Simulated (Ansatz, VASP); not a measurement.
## Ni in VASP and in Ansatz

```
Ni
1.0
     0.00000    1.62712    2.02290
     1.62712    0.00000    2.02290
     1.62712    1.62712    0.00000
Ni
1
Direct
  0.00000 0.00000 0.00000
```

Change from the starting cell: strain +e along x and -e along y +0.0000, strain +e along z and -e/2 along x and y +0.1500.

Alike in both runs: task single point; functional PBE; k mesh 22 × 22 × 22; occupations gaussian, width 0.15 eV; collinear spin.

|  | VASP | Ansatz |
| --- | --- | --- |
| version | VASP 6.6.1 | Ansatz 0.2.0 |
| potentials or method | VASP PAW PBE potentials, release 64 (Ni), cutoff 520 eV | scalar-relativistic, plane waves, PAW |
| valence electrons in the cell | 10 | 18 |

|  | VASP | Ansatz | Ansatz less VASP |
| --- | --- | --- | --- |
| gap on the k mesh at the Fermi level (eV) | none | none | - |
| pressure (GPa) | 7.7 | 8.1 | +0.35 |
| traceless stress, the component that is largest in VASP (GPa) | -24.19 | -24.83 | -0.643 |
| net moment per atom (μB) | 0.54 | 0.55 | +0.013 |
| size of the moment on the site where the two differ most (μB) | 0.55 | 0.58 | +0.036 |

Site moments also hang on the region over which each program counts them. A gap of «none» marks a metal or a gap that the smearing closes. The functional is the same, so the differences come from potentials, cutoffs and numerics. VASP's potentials hold 10 valence electrons a cell and Ansatz's 18, so a difference there can come from the potentials and not from the codes.
